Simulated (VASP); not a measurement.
# Au in VASP: a series of runs

Au is run at these levels: PBE; tasks: single point.

Everything below comes from runs of VASP 6.6.1. Logs are shortened: lines on timing, memory, paths and dates and some standing lists are left out, and cuts for length are marked.

## (1) The cell of the first run

The cell holds a slab with vacuum, 5 atoms: a = 2.940 Å, b = 4.158 Å, c = 21.880 Å, α = 90.00°, β = 90.00°, γ = 90.00°.

## (2) Single point, PBE

INCAR reads:

```
SYSTEM = Au
PREC = Accurate
ENCUT = 520
EDIFF = 1E-6
ISMEAR = -1
SIGMA = 0.05
LREAL = .FALSE.
LASPH = .TRUE.
NELM = 60
ALGO = Normal
ISIF = 2
LWAVE = .FALSE.
LCHARG = .FALSE.
LDIPOL = .TRUE.
IDIPOL = 3
DIPOL = 0.5 0.5 0.500
GGA = PE
NBANDS = 36
```

KPOINTS reads:

```
regular mesh
0
G
  12 9 1
  0 0 0
```

POSCAR reads:

```
Au
1.0
    2.9400990585      0.0000000000      0.0000000000
    0.0000000000      4.1579279633      0.0000000000
    0.0000000000      0.0000000000     21.8802000000
Au
5
Direct
    0.0000000000      0.0000000000      0.3697836720
    0.5000000000      0.5000000000      0.4291948292
    0.0000000000      0.0000000000      0.5000000000
    0.5000000000      0.5000000000      0.5708051708
    0.0000000000      0.0000000000      0.6302163280
```

Potentials or basis: VASP PAW PBE potentials, release 64 (Au).

On the command line:

```
$ cat potpaw_PBE.64/Au/POTCAR > POTCAR
$ mpirun -np 1 vasp_std > vasp.out
```

OUTCAR:

```text
SYSTEM = Au
   PREC = Accurate
   ENCUT = 520
   EDIFF = 1E-6
   ISMEAR = -1
   LREAL = .FALSE.
   LASPH = .TRUE.
   NELM = 60
   ISIF = 2
   GGA = PE

 ion  position               nearest neighbor table
   1  0.000  0.000  0.370-   3 2.85   2 2.86   2 2.86   2 2.86   2 2.86
   2  0.500  0.500  0.429-   1 2.86   1 2.86   1 2.86   1 2.86   3 2.98   3 2.98   3 2.98   3 2.98
                             4 3.10
   3  0.000  0.000  0.500-   1 2.85   5 2.85   4 2.98   2 2.98   2 2.98   4 2.98   2 2.98   4 2.98
                             2 2.98   4 2.98
   4  0.500  0.500  0.571-   5 2.86   5 2.86   5 2.86   5 2.86   3 2.98   3 2.98   3 2.98   3 2.98
                             2 3.10
   5  0.000  0.000  0.630-   3 2.85   4 2.86   4 2.86   4 2.86   4 2.86

  LATTYP: Found a simple orthorhombic cell.
 ALAT       =     2.9400990585
 B/A-ratio  =     1.4142135624
 C/A-ratio  =     7.4419941521

  Lattice vectors:

 A1 = (   2.9400990585,   0.0000000000,   0.0000000000)
 A2 = (   0.0000000000,   4.1579279633,   0.0000000000)
 A3 = (   0.0000000000,   0.0000000000,  21.8802000000)

Analysis of symmetry for initial positions (statically):
=====================================================================
 Subroutine PRICEL returns:
 Original cell was already a primitive cell.

 Routine SETGRP: Setting up the symmetry group for a
 simple orthorhombic supercell.

 Subroutine GETGRP returns: Found  8 space group operations
 (whereof  8 operations were pure point group operations)
 out of a pool of  8 trial point group operations.

The static configuration has the point symmetry D_2h.

Analysis of symmetry for dynamics (positions and initial velocities):
=====================================================================
 Subroutine PRICEL returns:
 Original cell was already a primitive cell.

 Routine SETGRP: Setting up the symmetry group for a
 simple orthorhombic supercell.

 Subroutine GETGRP returns: Found  8 space group operations
 (whereof  8 operations were pure point group operations)
 out of a pool of  8 trial point group operations.

The dynamic configuration has the point symmetry D_2h.

 Subroutine INISYM returns: Found  8 space group operations
 (whereof  8 operations are pure point group operations),
 and found     1 'primitive' translations

----------------------------------------------------------------------------------------

                                     Primitive cell

  volume of cell :     267.4793

  direct lattice vectors                    reciprocal lattice vectors
     2.940099058  0.000000000  0.000000000     0.340124594  0.000000000  0.000000000
     0.000000000  4.157927963  0.000000000     0.000000000  0.240504407  0.000000000
     0.000000000  0.000000000 21.880200000     0.000000000  0.000000000  0.045703421

  length of vectors
     2.940099058  4.157927963 21.880200000     0.340124594  0.240504407  0.045703421

  position of ions in fractional coordinates (direct lattice)
     0.000000000  0.000000000  0.369783672
     0.500000000  0.500000000  0.429194829
     0.000000000  0.000000000  0.500000000
     0.500000000  0.500000000  0.570805171
     0.000000000  0.000000000  0.630216328

  ion indices of the primitive-cell ions
   primitive index   ion index
                 1           1
                 2           2
                 3           3
                 4           4
                 5           5

----------------------------------------------------------------------------------------

 KPOINTS: regular mesh

Automatic generation of k-mesh.
 Grid dimensions read from file:
 generate k-points for:   12    9    1

 Generating k-lattice:

  Cartesian coordinates                     Fractional coordinates (reciprocal lattice)
     0.028343716  0.000000000  0.000000000     0.083333333  0.000000000  0.000000000
     0.000000000  0.026722712  0.000000000     0.000000000  0.111111111  0.000000000
     0.000000000  0.000000000  0.045703421     0.000000000  0.000000000  1.000000000

  Length of vectors
     0.028343716  0.026722712  0.045703421

  Shift w.r.t. Gamma in fractional coordinates (k-lattice)
     0.000000000  0.000000000  0.000000000

 Subroutine IBZKPT returns following result:
 ===========================================

 Found     35 irreducible k-points:

 Following reciprocal coordinates:
            Coordinates               Weight
  0.000000  0.000000  0.000000      1.000000
  0.083333  0.000000  0.000000      2.000000
  0.166667  0.000000  0.000000      2.000000
  0.250000  0.000000  0.000000      2.000000
  0.333333  0.000000  0.000000      2.000000
  0.416667  0.000000  0.000000      2.000000
[... 16 lines left out ...]
  0.083333  0.333333  0.000000      4.000000
  0.166667  0.333333  0.000000      4.000000
 [... further k-points ...]
   k-points           NKPTS =     35   k-points in BZ     NKDIM =     35   number of bands    NBANDS=     36
   number of dos      NEDOS =    301   number of ions     NIONS =      5
   total plane-waves  NPLWV = 129024
   dimension x,y,z NGX =    24 NGY =   32 NGZ =  168
   dimension x,y,z NGXF=    48 NGYF=   64 NGZF=  336
   ions per type =               5
   NGX,Y,Z   is equivalent  to a cutoff of  13.57, 12.79, 12.76 a.u.
   NGXF,Y,Z  is equivalent  to a cutoff of  27.14, 25.59, 25.53 a.u.
 SYSTEM =  Au
   PREC   = accura    normal or accurate (medium, high low for compatibility)
   ISTART =      0    job   : 0-new  1-cont  2-samecut
   ICHARG =      2    charge: 1-file 2-atom 10-const
   ISPIN  =      1    spin polarized calculation?
   LNONCOLLINEAR =      F non collinear calculations
   LSORBIT =      F    spin-orbit coupling
   LASPH  =      T    aspherical Exc in radial PAW
   ENCUT  =  520.0 eV  38.22 Ry    6.18 a.u.   5.47  7.73 40.68*2*pi/ulx,y,z
   NELM   =     60;   NELMIN=  2; NELMDL= -5     # of ELM steps
   EDIFF  = 0.1E-05   stopping-criterion for ELM
   LREAL  =      F    real-space projection
   EDIFFG = 0.1E-04   stopping-criterion for IOM
   NSW    =      0    number of steps for IOM
   IBRION =     -1    ionic relax: 0-MD 1-quasi-New 2-CG
   NFREE  =      0    steps in history (QN), initial steepest desc. (CG)
   ISIF   =      2    stress and relaxation
   ISYM   =      2    0-nonsym 1-usesym 2-fastsym
   POTIM  = 0.5000    time-step for ionic-motion
   TEBEG  =    0.0;   TEEND  =   0.0 temperature during run
   PSTRESS=    0.0 pullay stress
   NELECT =      55.0000    total number of electrons
   NUPDOWN=      -1.0000    fix difference up-down
   EMIN   =  10.00;   EMAX   =-10.00  energy-range for DOS
   EFERMI =   0.00;   METHOD = LEGACY
   ISMEAR =    -1;   SIGMA  =   0.05  broadening in eV -4-tet -1-fermi 0-gaus
   EFERMI_NEDOS =   21; number of points for ismear=-14 and -15
   IALGO  =     38    algorithm
   IMIX   =      4    mixing-type and parameters
     AMIX     =   0.40;   BMIX     =  1.00
     AMIX_MAG =   1.60;   BMIX_MAG =  1.00
  volume/ion in A,a.u.               =      53.50       361.01
  Fermi-wavevector in a.u.,A,eV,Ry     =   0.966271  1.825988 12.703485  0.933680
  Thomas-Fermi vector in A             =   2.096058
   LORBIT       =      0    0 simple, 1 ext, 2 COOP (PROOUT), +10 PAW based schemes
   GGA     = PE    functional components
   LHFCALC =     F    Hartree Fock is set to
   AEXX    =    0.0000 exact exchange contribution
   IVDW    =     0    specifies the selected vdW correction
   LEPSILON=     F    determine dielectric tensor
   LRPA    =     F    only Hartree local field effects (RPA)
 non-spin polarized calculation
  energy-cutoff  :      520.00
  volume of cell :      267.48
 maximum number of plane-waves:      7273
 NGX is ok and might be reduce to    24
   NGX = 11   NGY = 15   NGZ = 81

 number of electron      54.9999992 magnetization

 dipolmoment           0.000000      0.000000     -0.000000 electrons x Angstroem

 Free energy of the ion-electron system (eV)
  ---------------------------------------------------
  ext. energy  EPLUGINS =         0.00000000
  ---------------------------------------------------
  free energy    TOTEN  =       -14.72370602 eV

  energy without entropy =      -14.70891096  energy(sigma->0) =      -14.71630849

 E-fermi :  -0.3999     XC(G=0):  -4.9695

 val. band max:       -0.4028131476   @ k =   0.5000   0.0000   0.0000
 cond. band min:      -0.3535945397   @ k =   0.2500   0.2222   0.0000
 fundamental gap:      0.0492186079
 Fermi energy:        -0.3998724480

 k-point     1 :       0.0000    0.0000    0.0000
  band No.  band energies     occupation
      1      -8.9512      2.00000
      2      -7.4451      2.00000
      3      -6.5817      2.00000
      4      -6.2008      2.00000
      5      -6.0873      2.00000
      6      -5.6116      2.00000
[... 28 lines left out ...]
     35       5.2555      0.00000
     36       6.0003      0.00000

 k-point     2 :       0.0833    0.0000    0.0000
  band No.  band energies     occupation
      1      -8.7995      2.00000
      2      -7.3097      2.00000
      3      -6.4573      2.00000
      4      -6.1307      2.00000
      5      -5.9578      2.00000
      6      -5.4519      2.00000
[... 28 lines left out ...]
     35       5.2707      0.00000
     36       6.1105      0.00000

 k-point     3 :       0.1667    0.0000    0.0000
  band No.  band energies     occupation
      1      -8.3651      2.00000
      2      -6.9715      2.00000
      3      -6.1593      2.00000
      4      -5.9200      2.00000
      5      -5.6528      2.00000
      6      -5.5476      2.00000
[... 28 lines left out ...]
     35       5.5530      0.00000
     36       6.3383      0.00000

 k-point     4 :       0.2500    0.0000    0.0000
  band No.  band energies     occupation
      1      -7.7177      2.00000
      2      -6.6677      2.00000
      3      -5.9508      2.00000
      4      -5.8765      2.00000
      5      -5.6277      2.00000
      6      -5.5344      2.00000
[... 28 lines left out ...]
     35       5.9454      0.00000
     36       6.4645      0.00000

 k-point     5 :       0.3333    0.0000    0.0000
  band No.  band energies     occupation
      1      -6.9987      2.00000
      2      -6.6067      2.00000
      3      -6.1578      2.00000
      4      -6.0133      2.00000
      5      -5.9091      2.00000
      6      -5.5272      2.00000
[... 655 lines left out ...]
 k-point    22 :       0.0000    0.3333    0.0000
  band No.  band energies     occupation
      1      -7.9034      2.00000
      2      -7.1485      2.00000
      3      -6.5543      2.00000
      4      -6.3029      2.00000
      5      -6.1344      2.00000
      6      -5.6815      2.00000
[... 28 lines left out ...]
     35       5.6562      0.00000
     36       5.7985      0.00000

 k-point    23 :       0.0833    0.3333    0.0000
  band No.  band energies     occupation
      1      -7.7667      2.00000
      2      -7.0071      2.00000
      3      -6.4104      2.00000
      4      -6.1688      2.00000
      5      -5.9851      2.00000
      6      -5.6537      2.00000
[... 28 lines left out ...]
     35       5.7767      0.00000
     36       5.8898      0.00000

 k-point    24 :       0.1667    0.3333    0.0000
  band No.  band energies     occupation
      1      -7.4061      2.00000
      2      -6.6281      2.00000
      3      -6.0544      2.00000
      4      -5.8344      2.00000
      5      -5.6061      2.00000
      6      -5.5757      2.00000
[... 28 lines left out ...]
     35       6.1355      0.00000
     36       6.1607      0.00000

 [... further k-points ...]

------------------------ aborting loop because EDIFF is reached ----------------------------------------

 vacuum level on the upper side and lower side of the slab       (xc-potential included)        -0.081        -0.081

  FORCE on cell =-STRESS in cart. coord.  units (eV):
  Direction    XX          YY          ZZ          XY          YZ          ZX
  --------------------------------------------------------------------------------------
  -------------------------------------------------------------------------------------
  Total       -3.6731830     -1.4917395     -0.1081420      0.0000000      0.0000000      0.0000000
  in kB      -22.0020395     -8.9353867     -0.6477610      0.0000000      0.0000000      0.0000000
  external PRESSURE =     -10.5283957 kB  Pullay stress =       0.0000000 kB

 VOLUME and BASIS-vectors are now :
 -----------------------------------------------------------------------------
  energy-cutoff  :      520.00
  volume of cell :      267.48
      direct lattice vectors                 reciprocal lattice vectors
     2.940099058  0.000000000  0.000000000     0.340124594  0.000000000  0.000000000
     0.000000000  4.157927963  0.000000000     0.000000000  0.240504407  0.000000000
     0.000000000  0.000000000 21.880200000     0.000000000  0.000000000  0.045703421

 POSITION                                       TOTAL-FORCE (eV/Angst)
 -----------------------------------------------------------------------------------
      0.00000      0.00000      8.09094        -0.000000      0.000000      0.010444
      1.47005      2.07896      9.39087         0.000000     -0.000000     -0.005020
      0.00000      0.00000     10.94010         0.000000      0.000000      0.000000
      1.47005      2.07896     12.48933         0.000000      0.000000      0.005020
      0.00000      0.00000     13.78926         0.000000      0.000000     -0.010444
 -----------------------------------------------------------------------------------
    total drift:                                0.000000     -0.000000      0.000000

  FREE ENERGIE OF THE ION-ELECTRON SYSTEM (eV)
  ---------------------------------------------------
  free  energy   TOTEN  =       -14.7237060184 eV

  energy  without entropy=      -14.7089109619  energy(sigma->0) =      -14.71630849

 vacuum level on the upper side and lower side of the slab         4.505         4.505
```

Wall time 3.5 min (1 thread of Intel Xeon 6975P-C (Granite Rapids), shared host); peak memory 0.47 GiB.

Results:

| Item | Value |
| --- | --- |
| Free energy | -14.7237 eV |
| Largest force | 0.010 eV/Å |
| Band gap on the k mesh | zero (an odd number of electrons rules out a gap without spin polarisation) |

Forces in eV/Å, atoms in the order of the input:
```
Au   0.000  0.000  0.010
Au   0.000  0.000 -0.005
Au   0.000  0.000  0.000
Au   0.000  0.000  0.005
Au   0.000  0.000 -0.010
```

Caveat: spin-orbit coupling is left out, which moves the levels of the heavy elements.

[end of part 1 of 2]

The gap in the log of VASP goes by the Fermi energy; the results here count the filled bands.